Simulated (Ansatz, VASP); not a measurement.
# Two plane-wave programs on Mg

```xyz
1
Lattice="0.0000 2.2139 2.2139 2.2139 0.0000 2.2139 2.2139 2.2139 0.0000" Properties=species:S:1:pos:R:3 pbc="T T T"
Mg    0.0000    0.0000    0.0000
```

Change from the starting cell: volume scaled by 0.96, PAW files.

Alike in both runs: task electric field gradients; functional LDA; k mesh 16 × 16 × 16; occupations fermi-dirac, width 0.03 eV; no spin polarisation.

|  | VASP | Ansatz |
| --- | --- | --- |
| version | VASP 6.6.1 | Ansatz 0.2.0 |
| potentials or method | VASP PAW LDA potentials, release 64 (Mg) | PAW with Ansatz's default frozen-core files, scalar-relativistic |
| plane-wave cutoff (eV) | 520 | 420 |
| valence electrons in the cell | 2 | 10 |

```tsv
	VASP	Ansatz	Ansatz less VASP
pressure (GPa)	-0.2	0.1	+0.32
```

LDA's correlation is that of Perdew and Zunger in VASP and of Perdew and Wang (1992) in Ansatz. VASP's potentials hold 2 valence electrons a cell and Ansatz's 10, so a difference there can come from the potentials and not from the codes.
